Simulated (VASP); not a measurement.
Wanted: the native input for a VASP 6.6.1 run.

```
Task                   : single point
Functional             : PBE
Potentials or basis    : VASP PAW PBE potentials, release 64 (Pb_d, O)
Cutoff                 : 520 eV
k mesh                 : 13 × 13 × 13
Occupations            : fermi-dirac, width 0.0612256 eV
Spin                   : no spin polarisation
Dipole correction      : no
Further INCAR settings : ALGO = Normal; EDIFF = 1e-06; NBANDS = 24
```

The structure of PbO3 (ReO3 type) lies in POSCAR:

```
PbO3
1.0
    4.2673923870      0.0000000000      0.0000000000
    0.0000000000      4.2673923870      0.0000000000
    0.0000000000      0.0000000000      4.2673923870
Pb O
1 3
Direct
    0.0000000000      0.0000000000      0.0000000000
    0.5000000000      0.0000000000      0.0000000000
    0.0000000000      0.5000000000      0.0000000000
    0.0000000000      0.0000000000      0.5000000000
```

One way to write it, as run:

INCAR

```
PREC = Accurate
ENCUT = 520
EDIFF = 1E-6
ISMEAR = -1
SIGMA = 0.06122561905347299
LREAL = F
LASPH = T
NELM = 80
ALGO = Normal
ISIF = 2
LWAVE = F
LCHARG = F
GGA = PE
NBANDS = 24
```

KPOINTS

```
regular mesh
0
Gamma
  13 13 13
```

Potentials or basis: VASP PAW PBE potentials, release 64 (Pb_d, O).

Command:

```sh
$ cat potpaw_PBE.64/Pb_d/POTCAR potpaw_PBE.64/O/POTCAR > POTCAR
$ mpirun -np 1 vasp_std > vasp.out
```

Results of the run:

The pressure is 1.3 GPa. The band gap on the k mesh is zero (bands 16 and 17 overlap by 0.70 eV).

Caveat: semilocal functionals underestimate gaps, so a narrow gap can read as zero; spin-orbit coupling is left out, which moves the levels of the heavy elements.

Wall time 110 s on 1 thread of Intel Xeon 8259CL, with other jobs on the host, peak memory 0.27 GiB.
